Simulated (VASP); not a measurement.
# KCl (P4/mmm) in VASP: notebook, part 2 of 2

VASP 6.6.1. The steps go on from the part before.

**3. Single point, PBE (strain +0.000 along x and y, -0.030 along z)**

INCAR

```
PREC = Accurate ; ENCUT = 520
EDIFF = 1E-7 ; ISMEAR = 0
SIGMA = 0.05 ; LREAL = F
LASPH = T ; NELM = 60
ALGO = Normal ; ISIF = 2
LWAVE = F ; LCHARG = F
GGA = PE ; NBANDS = 15
```

KPOINTS

```
regular mesh
0
Gamma
  6 6 6
```

POSCAR

```
KCl
1.0
    3.8391960000      0.0000000000      0.0000000000
    0.0000000000      3.8391960000      0.0000000000
    0.0000000000      0.0000000000      3.7240201200
K Cl
1 1
Direct
    0.0000000000      0.0000000000      0.0000000000
    0.5000000000      0.5000000000      0.5000000000
```

Potentials or basis: VASP PAW PBE potentials, release 64 (K_sv, Cl).

Started as:

```sh
$ cat potpaw_PBE.64/K_sv/POTCAR potpaw_PBE.64/Cl/POTCAR > POTCAR
$ mpirun -np 1 vasp_std > vasp.out
```

OUTCAR:

```text
PREC = Accurate
   ENCUT = 520
   EDIFF = 1E-7
   ISMEAR = 0
   LREAL = F
   LASPH = T
   NELM = 60
   ISIF = 2
   GGA = PE

 ion  position               nearest neighbor table
   1  0.000  0.000  0.000-
   2  0.500  0.500  0.500-

  LATTYP: Found a simple tetragonal cell.
 ALAT       =     3.8391960000
 C/A-ratio  =     0.9700000000

  Lattice vectors:

 A1 = (   3.8391960000,   0.0000000000,   0.0000000000)
 A2 = (   0.0000000000,   3.8391960000,   0.0000000000)
 A3 = (   0.0000000000,   0.0000000000,   3.7240201200)
[... 607 lines left out ...]
      9       6.0006      0.00000
     10       6.7622      0.00000
     11       8.4900      0.00000
     12       8.6047      0.00000
     13       9.2918      0.00000
     14      10.4616      0.00000
     15      11.4974      0.00000

 [... further k-points ...]
[... 5 lines left out ...]
  --------------------------------------------------------------------------------------
  -------------------------------------------------------------------------------------
  Total        0.0396679      0.0396679      0.5067241      0.0000000      0.0000000      0.0000000
  in kB        1.1578643      1.1578643     14.7907268      0.0000000      0.0000000      0.0000000
  external PRESSURE =       5.7021518 kB  Pullay stress =       0.0000000 kB

 VOLUME and BASIS-vectors are now :
 -----------------------------------------------------------------------------
  energy-cutoff  :      520.00
  volume of cell :       54.89
      direct lattice vectors                 reciprocal lattice vectors
     3.839196000  0.000000000  0.000000000     0.260471203  0.000000000  0.000000000
     0.000000000  3.839196000  0.000000000     0.000000000  0.260471203  0.000000000
     0.000000000  0.000000000  3.724020120     0.000000000  0.000000000  0.268527013

 POSITION                                       TOTAL-FORCE (eV/Angst)
 -----------------------------------------------------------------------------------
      0.00000      0.00000      0.00000         0.000000      0.000000      0.000000
      1.91960      1.91960      1.86201         0.000000      0.000000      0.000000
 -----------------------------------------------------------------------------------
    total drift:                                0.000000      0.000000     -0.000000

  FREE ENERGIE OF THE ION-ELECTRON SYSTEM (eV)
  ---------------------------------------------------
  free  energy   TOTEN  =        -6.6473339854 eV

  energy  without entropy=       -6.6473339854  energy(sigma->0) =       -6.64733399
```

stdout:

```text
POSCAR found type information on POSCAR K Cl
 POSCAR found :  2 types and       2 ions
 scaLAPACK will be used
 LDA part: xc-table for (Slater+PW92), standard interpolation
 POSCAR, INCAR and KPOINTS ok, starting setup
 FFT: planning ... GRIDC
 FFT: planning ... GRID_SOFT
 FFT: planning ... GRID
 WAVECAR not read
 entering main loop
```

Run time: 16 s. Hardware: 1 thread of AMD EPYC 9R45 (Zen 5), shared host; peak memory 0.15 GiB.

Results:

| Item | Value |
| --- | --- |
| Free energy | -6.6473 eV |
| Pressure | 0.6 GPa |
| Band gap on the k mesh | 4.82 eV, indirect (least direct gap 5.01 eV) |

Stress tensor (GPa, compression positive):
```
0.12 0.00 0.00
0.00 0.12 0.00
0.00 0.00 1.48
```

Caveat: the cell differs from its parent crystal (strain +0.000 along x and y, -0.030 along z).

**4. Single point, PBE (strain -0.015 along x and y, +0.000 along z)**

INCAR

```
  PREC = Accurate
  ENCUT = 520
  EDIFF = 1E-7
  ISMEAR = 0
  SIGMA = 0.05
  LREAL = F
  LASPH = T
  NELM = 100
  ALGO = Normal
  ISIF = 2
  LWAVE = F
  LCHARG = F
  GGA = PE
  NBANDS = 15
```

KPOINTS is that of step 3.

POSCAR

```
KCl
1.0
    3.7816080600      0.0000000000      0.0000000000
    0.0000000000      3.7816080600      0.0000000000
    0.0000000000      0.0000000000      3.8391960000
K Cl
1 1
Direct
    0.0000000000      0.0000000000      0.0000000000
    0.5000000000      0.5000000000      0.5000000000
```

Started as:

```sh
$ cat potpaw_PBE.64/K_sv/POTCAR potpaw_PBE.64/Cl/POTCAR > POTCAR
$ mpirun -np 1 vasp_std > vasp.out
```

It took 14 s on 1 thread of AMD EPYC 9R45 (Zen 5), shared host; peak memory 0.14 GiB.

The run converged. Its results:

- Free energy: -6.6509 eV
- Pressure: 0.6 GPa
- Band gap on the k mesh: 4.90 eV, indirect (least direct gap 5.10 eV)

Stress tensor (GPa, compression positive):
```
0.79 0.00 0.00
0.00 0.79 0.00
0.00 0.00 0.11
```

Levels at points of the mesh, in eV from the valence-band top:
| k point | band 5 | band 6 | band 7 | band 8 | band 9 | band 10 | band 11 | band 12 |
| --- | --- | --- | --- | --- | --- | --- | --- | --- |
| (0.00, 0.00, 0.00) | -11.41 | -0.29 | -0.20 | -0.20 | 4.90 | 6.49 | 6.55 | 10.66 |
| (0.50, 0.00, 0.00) | -11.27 | -1.86 | -0.30 | -0.21 | 7.83 | 7.91 | 8.43 | 10.12 |
| (0.50, 0.50, 0.00) | -11.36 | -1.26 | -1.26 | -0.07 | 6.21 | 7.22 | 8.85 | 8.85 |
| (0.00, 0.00, 0.50) | -11.24 | -1.86 | -0.23 | -0.23 | 7.83 | 7.88 | 8.31 | 10.15 |
| (0.50, 0.00, 0.50) | -11.36 | -1.28 | -1.24 | 0.00 | 6.17 | 7.34 | 8.97 | 9.02 |
| (0.50, 0.50, 0.50) | -11.58 | -1.41 | -1.41 | -1.38 | 8.85 | 8.90 | 8.90 | 9.90 |

Caveat: the cell differs from its parent crystal (strain -0.015 along x and y, +0.000 along z). A k mesh can miss the band edges.

**5. Single point, PBE (strain +0.000 along x and y, -0.015 along z)**

INCAR

```
SYSTEM = KCl
PREC = Accurate
ENCUT = 520
EDIFF = 1E-6
ISMEAR = 0
SIGMA = 0.05
LREAL = .FALSE.
LASPH = .TRUE.
NELM = 80
ALGO = Normal
ISIF = 2
LWAVE = .FALSE.
LCHARG = .FALSE.
GGA = PE
NBANDS = 15
```

KPOINTS

```
regular mesh
0
G
  6 6 6
  0 0 0
```

POSCAR

```
KCl
1.0
    3.8391960000      0.0000000000      0.0000000000
    0.0000000000      3.8391960000      0.0000000000
    0.0000000000      0.0000000000      3.7816080600
K Cl
1 1
Direct
    0.0000000000      0.0000000000      0.0000000000
    0.5000000000      0.5000000000      0.5000000000
```

Started as:

```sh
$ cat potpaw_PBE.64/K_sv/POTCAR potpaw_PBE.64/Cl/POTCAR > POTCAR
$ mpirun -np 1 vasp_std > vasp.out
```

Run time: 16 s. Hardware: 1 thread of AMD EPYC 9R45 (Zen 5), shared host; peak memory 0.15 GiB.

The run converged. Its results:

- Free energy: -6.6533 eV
- Pressure: 0.2 GPa
- Band gap on the k mesh: 4.81 eV, indirect (least direct gap 5.01 eV)

Stress tensor (GPa, compression positive):
```
0.03 0.00 0.00
0.00 0.03 0.00
0.00 0.00 0.69
```

Levels at points of the mesh, in eV from the valence-band top:
```csv
k point,band 4,band 5,band 6,band 7,band 8,band 9,band 10,band 11,band 12,band 13
"(0.00, 0.00, 0.00)",-11.47,-11.46,-0.28,-0.28,-0.20,4.81,6.48,6.54,10.57,10.67
"(0.50, 0.00, 0.00)",-11.43,-11.31,-1.84,-0.30,-0.21,7.73,7.85,8.25,10.11,10.51
"(0.50, 0.50, 0.00)",-11.69,-11.41,-1.26,-1.26,0.00,6.12,7.34,9.00,9.00,11.38
"(0.00, 0.00, 0.50)",-11.43,-11.33,-1.84,-0.28,-0.28,7.73,7.90,8.34,10.08,10.43
"(0.50, 0.00, 0.50)",-11.69,-11.41,-1.28,-1.24,-0.07,6.17,7.22,8.84,8.89,11.38
"(0.50, 0.50, 0.50)",-11.63,-11.63,-1.40,-1.38,-1.38,8.79,8.79,8.84,9.86,9.86
```

Caveat: the cell differs from its parent crystal (strain +0.000 along x and y, -0.015 along z).

**6. Overview**

| cell | gap on the mesh (eV) | pressure (GPa) |
| --- | --- | --- |
| a = 3.724, b = 3.724, c = 3.954 Å, 2 atoms | 4.78 | 0.6 |
| a = 3.839, b = 3.839, c = 3.724 Å, 2 atoms | 4.82 | 0.6 |
| a = 3.782, b = 3.782, c = 3.839 Å, 2 atoms | 4.90 | 0.6 |
| a = 3.839, b = 3.839, c = 3.782 Å, 2 atoms | 4.81 | 0.2 |

Alike in all rows: task single point; level PBE; potentials or basis VASP PAW PBE potentials, release 64 (K_sv, Cl); no spin polarisation; k mesh 6 × 6 × 6; cutoff (eV) 520; smearing gaussian 0.05 eV.

Total energies depend on the potentials used, so only differences within one code and one set of settings carry meaning.
